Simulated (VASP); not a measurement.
# Al (P6_3/mmc) in VASP: a series of runs

The runs below take Al through single point, with r2SCAN.

Everything below comes from runs of VASP 6.6.1. Logs are shortened: lines on timing, memory, paths and dates and some standing lists are left out, and cuts for length are marked.

### Step 1. The cell of the first run

The structure is hexagonal, space group P6_3/mmc (No. 194). The conventional cell has a = 2.812 Å, b = 2.812 Å, c = 4.867 Å, α = 90.00°, β = 90.00°, γ = 120.00°. Within 3.7 Å of Al (site symmetry -6m2) lie 12 Al at 2.81 to 2.93 Å.

### Step 2. Single point, r2SCAN

The input, POSCAR:

```
Al
1.0
    2.8124550000      0.0000000000      0.0000000000
   -1.4062275000      2.4356574770      0.0000000000
    0.0000000000      0.0000000000      4.8668500000
Al
2
Direct
    0.6666670000      0.3333330000      0.7500000000
    0.3333330000      0.6666670000      0.2500000000
```

The input, INCAR.step1:

```
SYSTEM = Al
PREC     = Accurate       ! precision mode
ENCUT    = 520            ! plane-wave cutoff, eV
ISMEAR   = -1             ! smearing method
SIGMA    = 0.5            ! smearing width, eV
LREAL    = .False.        ! projectors in reciprocal space
LASPH    = .True.         ! aspherical terms in the spheres
NELM     = 80             ! most SCF steps
NBANDS   = 10             ! bands
GGA      = PE             ! functional
ALGO     = Normal         ! electronic algorithm
EDIFF    = 1E-4           ! SCF threshold, eV
LWAVE    = .True.         ! write WAVECAR
LCHARG   = .False.        ! write CHGCAR
```

The input, INCAR.step2:

```
SYSTEM = Al
PREC     = Accurate       ! precision mode
ENCUT    = 520            ! plane-wave cutoff, eV
EDIFF    = 1E-6           ! SCF threshold, eV
ISMEAR   = -1             ! smearing method
SIGMA    = 0.5            ! smearing width, eV
LREAL    = .False.        ! projectors in reciprocal space
LASPH    = .True.         ! aspherical terms in the spheres
NELM     = 80             ! most SCF steps
ALGO     = Normal         ! electronic algorithm
ISIF     = 2              ! what is computed and relaxed
LWAVE    = .False.        ! write WAVECAR
LCHARG   = .False.        ! write CHGCAR
METAGGA  = R2SCAN         ! meta-GGA
LMIXTAU  = .True.       
NBANDS   = 10             ! bands
ISTART   = 1
```

The input, KPOINTS:

```
Automatic mesh
0
Gamma
  14 14 7
  0 0 0
```

Potentials or basis: VASP PAW PBE potentials, release 64 (Al).

Started as:

```bash
> cat potpaw_PBE.64/Al/POTCAR > POTCAR
> cp INCAR.step1 INCAR
> mpirun -np 1 vasp_std > vasp.out
> cp INCAR.step2 INCAR
> mpirun -np 1 vasp_std > vasp.out
```

OUTCAR:

```text
SYSTEM = Al
   PREC = Accurate
   ENCUT = 520
   EDIFF = 1E-6
   ISMEAR = -1
   LREAL = .False.
   LASPH = .True.
   NELM = 80
   ISIF = 2
   METAGGA = R2SCAN
   ISTART = 1

 ion  position               nearest neighbor table
   1  0.667  0.333  0.750-   2 2.93   2 2.93   2 2.93   2 2.93   2 2.93   2 2.93
   2  0.333  0.667  0.250-   1 2.93   1 2.93   1 2.93   1 2.93   1 2.93   1 2.93

  LATTYP: Found a hexagonal cell.
 ALAT       =     2.8124550000
 C/A-ratio  =     1.7304632430

  Lattice vectors:

 A1 = (   2.8124550000,   0.0000000000,   0.0000000000)
 A2 = (  -1.4062275000,   2.4356574770,   0.0000000000)
 A3 = (   0.0000000000,   0.0000000000,   4.8668500000)

Analysis of symmetry for initial positions (statically):
=====================================================================
 Subroutine PRICEL returns:
 Original cell was already a primitive cell.

 Routine SETGRP: Setting up the symmetry group for a
 hexagonal supercell.

 Subroutine GETGRP returns: Found 24 space group operations
 (whereof 12 operations were pure point group operations)
 out of a pool of 24 trial point group operations.

The static configuration has the point symmetry D_3d.
 The point group associated with its full space group is D_6h.

Analysis of symmetry for dynamics (positions and initial velocities):
=====================================================================
 Subroutine PRICEL returns:
 Original cell was already a primitive cell.

 Routine SETGRP: Setting up the symmetry group for a
 hexagonal supercell.

 Subroutine GETGRP returns: Found 24 space group operations
 (whereof 12 operations were pure point group operations)
 out of a pool of 24 trial point group operations.

The dynamic configuration has the point symmetry D_3d.
 The point group associated with its full space group is D_6h.

 Subroutine INISYM returns: Found 24 space group operations
 (whereof 12 operations are pure point group operations),
 and found     1 'primitive' translations

----------------------------------------------------------------------------------------

                                     Primitive cell

  volume of cell :      33.3388

  direct lattice vectors                    reciprocal lattice vectors
     2.812455000  0.000000000  0.000000000     0.355561245  0.205283380  0.000000000
    -1.406227500  2.435657477  0.000000000     0.000000000  0.410566760  0.000000000
     0.000000000  0.000000000  4.866850000     0.000000000  0.000000000  0.205471712
[... 84 lines left out ...]
   EDIFF  = 0.1E-05   stopping-criterion for ELM
   LREAL  =      F    real-space projection
   EDIFFG = 0.1E-04   stopping-criterion for IOM
   NSW    =      0    number of steps for IOM
   IBRION =     -1    ionic relax: 0-MD 1-quasi-New 2-CG
   NFREE  =      0    steps in history (QN), initial steepest desc. (CG)
   ISIF   =      2    stress and relaxation
   ISYM   =      2    0-nonsym 1-usesym 2-fastsym
   POTIM  = 0.5000    time-step for ionic-motion
   TEBEG  =    0.0;   TEEND  =   0.0 temperature during run
   PSTRESS=    0.0 pullay stress
   NELECT =       6.0000    total number of electrons
   NUPDOWN=      -1.0000    fix difference up-down
   EMIN   =  10.00;   EMAX   =-10.00  energy-range for DOS
   EFERMI =   0.00;   METHOD = LEGACY
   ISMEAR =    -1;   SIGMA  =   0.50  broadening in eV -4-tet -1-fermi 0-gaus
   EFERMI_NEDOS =   21; number of points for ismear=-14 and -15
   IALGO  =     38    algorithm
   IMIX   =      4    mixing-type and parameters
     AMIX     =   0.40;   BMIX     =  1.00
     AMIX_MAG =   1.60;   BMIX_MAG =  1.00
  volume/ion in A,a.u.               =      16.67       112.49
  Fermi-wavevector in a.u.,A,eV,Ry     =   0.924291  1.746656 11.623642  0.854314
  Thomas-Fermi vector in A             =   2.050021
   LORBIT       =      0    0 simple, 1 ext, 2 COOP (PROOUT), +10 PAW based schemes
   METAGGA = R2SCAN    functional components
   LHFCALC =     F    Hartree Fock is set to
   AEXX    =    0.0000 exact exchange contribution
   IVDW    =     0    specifies the selected vdW correction
   LEPSILON=     F    determine dielectric tensor
   LRPA    =     F    only Hartree local field effects (RPA)
 non-spin polarized calculation
  energy-cutoff  :      520.00
  volume of cell :       33.34
 maximum number of plane-waves:       912
 NGX is ok and might be reduce to    24
   NGX = 11   NGY = 11   NGZ = 19

 number of electron       6.0000000 magnetization

 Free energy of the ion-electron system (eV)
  ---------------------------------------------------
  ext. energy  EPLUGINS =         0.00000000
  ---------------------------------------------------
  free energy    TOTEN  =       -13.69526732 eV

  energy without entropy =      -13.05153642  energy(sigma->0) =      -13.37340187

 E-fermi :   7.8804     XC(G=0): -10.8765

 val. band max:        7.8630389719   @ k =   0.2143   0.0000   0.2857
 cond. band min:       7.9191396031   @ k =   0.3571   0.0000   0.4286
 fundamental gap:      0.0561006312
 Fermi energy:         7.8803857137

 k-point     1 :       0.0000    0.0000    0.0000
  band No.  band energies     occupation
      1      -3.8684      2.00000
      2       2.6386      1.99994
      3       2.6565      1.99994
      4      19.6935      0.00000
      5      20.1601      0.00000
      6      20.1601      0.00000
      7      20.2673      0.00000
      8      20.2674      0.00000
      9      21.2549      0.00000
     10      23.6572      0.00000
[... 287 lines left out ...]
 k-point    24 :       0.3571    0.2857    0.0000
  band No.  band energies     occupation
      1       4.1256      1.99891
      2       4.1459      1.99886
      3       5.8684      1.96486
      4       9.8784      0.03611
      5      10.0196      0.02735
      6      10.6572      0.00772
      7      11.6513      0.00106
      8      12.5794      0.00017
      9      12.9398      0.00008
     10      26.2969      0.00000

 [... further k-points ...]
[... 5 lines left out ...]
  --------------------------------------------------------------------------------------
  -------------------------------------------------------------------------------------
  Total       -0.2297595     -0.2297595     -0.8695712      0.0000000     -0.0000000      0.0000000
  in kB      -11.0416587    -11.0416587    -41.7893826      0.0000000     -0.0000000      0.0000000
  external PRESSURE =     -21.2909000 kB  Pullay stress =       0.0000000 kB

 VOLUME and BASIS-vectors are now :
 -----------------------------------------------------------------------------
  energy-cutoff  :      520.00
  volume of cell :       33.34
      direct lattice vectors                 reciprocal lattice vectors
     2.812455000  0.000000000  0.000000000     0.355561245  0.205283380  0.000000000
    -1.406227500  2.435657477  0.000000000     0.000000000  0.410566760  0.000000000
     0.000000000  0.000000000  4.866850000     0.000000000  0.000000000  0.205471712

 POSITION                                       TOTAL-FORCE (eV/Angst)
 -----------------------------------------------------------------------------------
      1.40623      0.81189      3.65014         0.000000     -0.000000      0.000000
     -0.00000      1.62377      1.21671        -0.000000      0.000000      0.000000
 -----------------------------------------------------------------------------------
    total drift:                                0.000013     -0.000008     -0.000000

  FREE ENERGIE OF THE ION-ELECTRON SYSTEM (eV)
  ---------------------------------------------------
  free  energy   TOTEN  =       -13.6952673166 eV

  energy  without entropy=      -13.0515364163  energy(sigma->0) =      -13.37340187
```

OUTCAR.step1:

```text
SYSTEM = Al
   PREC = Accurate
   ENCUT = 520
   ISMEAR = -1
   LREAL = .False.
   LASPH = .True.
[... 536 lines left out ...]
      1.40623      0.81189      3.65014         0.000000      0.000000      0.000000
     -0.00000      1.62377      1.21671         0.000000     -0.000000      0.000000
 -----------------------------------------------------------------------------------
    total drift:                                0.000011     -0.000006     -0.000000

  FREE ENERGIE OF THE ION-ELECTRON SYSTEM (eV)
  ---------------------------------------------------
  free  energy   TOTEN  =        -7.7648884404 eV

  energy  without entropy=       -7.0757026702  energy(sigma->0) =       -7.42029556
```

Wall time 3.2 min (1 thread of AMD EPYC 7R13, shared host); peak memory 0.14 GiB.

What came out:

```
Free energy            : -13.6953 eV
Pressure               : -2.1 GPa
Band gap on the k mesh : zero (band 3 reaches 10.52 eV, above the bottom of band 4 at 4.94 eV)
```

Caveat: the PAW data sets were made with another functional, which shifts forces and pressure a little.

### Step 3. Single point, r2SCAN

POSCAR is that of step 2.

The input, INCAR.step1:

```
SYSTEM = Al
ALGO     = Normal         ! electronic algorithm
EDIFF    = 1E-4           ! SCF threshold, eV
ENCUT    = 520            ! plane-wave cutoff, eV
GGA      = PE             ! functional
ISMEAR   = -1             ! smearing method
LASPH    = .TRUE.         ! aspherical terms in the spheres
LCHARG   = .FALSE.        ! write CHGCAR
LREAL    = .FALSE.        ! projectors in reciprocal space
LWAVE    = .TRUE.         ! write WAVECAR
NBANDS   = 10             ! bands
NELM     = 80             ! most SCF steps
PREC     = Accurate       ! precision mode
SIGMA    = 0.3            ! smearing width, eV
```

The input, INCAR.step2:

```
SYSTEM = Al
ALGO     = Normal         ! electronic algorithm
EDIFF    = 1E-7           ! SCF threshold, eV
ENCUT    = 520            ! plane-wave cutoff, eV
ISIF     = 2              ! what is computed and relaxed
ISMEAR   = -1             ! smearing method
ISTART   = 1            
LASPH    = .TRUE.         ! aspherical terms in the spheres
LCHARG   = .FALSE.        ! write CHGCAR
LMIXTAU  = .TRUE.       
LREAL    = .FALSE.        ! projectors in reciprocal space
LWAVE    = .FALSE.        ! write WAVECAR
METAGGA  = R2SCAN         ! meta-GGA
NBANDS   = 10             ! bands
NELM     = 80             ! most SCF steps
PREC     = Accurate       ! precision mode
SIGMA    = 0.3            ! smearing width, eV
```

The input, KPOINTS:

```
k-points
0
G
  14 14 7
  0 0 0
```

Potentials or basis: VASP PAW PBE potentials, release 64 (Al).

Started as:

```bash
> cat potpaw_PBE.64/Al/POTCAR > POTCAR
> cp INCAR.step1 INCAR
> mpirun -np 1 vasp_std > vasp.out
> cp INCAR.step2 INCAR
> mpirun -np 1 vasp_std > vasp.out
```

Wall time 3.8 min (1 thread of AMD EPYC 7R13, shared host); peak memory 0.14 GiB.

Results (log left out):

* Free energy: -13.4891 eV
* Pressure: -2.8 GPa
* Band gap on the k mesh: zero (band 3 reaches 10.52 eV, above the bottom of band 4 at 4.94 eV)

Stress tensor (GPa, compression positive):
```
-1.90  0.00  0.00
 0.00 -1.90  0.00
 0.00  0.00 -4.69
```

Levels at points of the mesh, in eV from the Fermi level:
| k point | band 1 | band 2 | band 3 | band 4 | band 5 | band 6 | band 7 | band 8 |
| --- | --- | --- | --- | --- | --- | --- | --- | --- |
| (0.00, 0.00, 0.00) | -11.76 | -5.26 | -5.24 | 11.80 | 12.26 | 12.26 | 12.37 | 12.37 |
| (0.50, 0.00, 0.00) | -5.31 | -5.28 | 0.63 | 0.74 | 1.41 | 1.58 | 6.72 | 8.45 |

Caveat: the PAW data sets were made with another functional, which shifts forces and pressure a little.
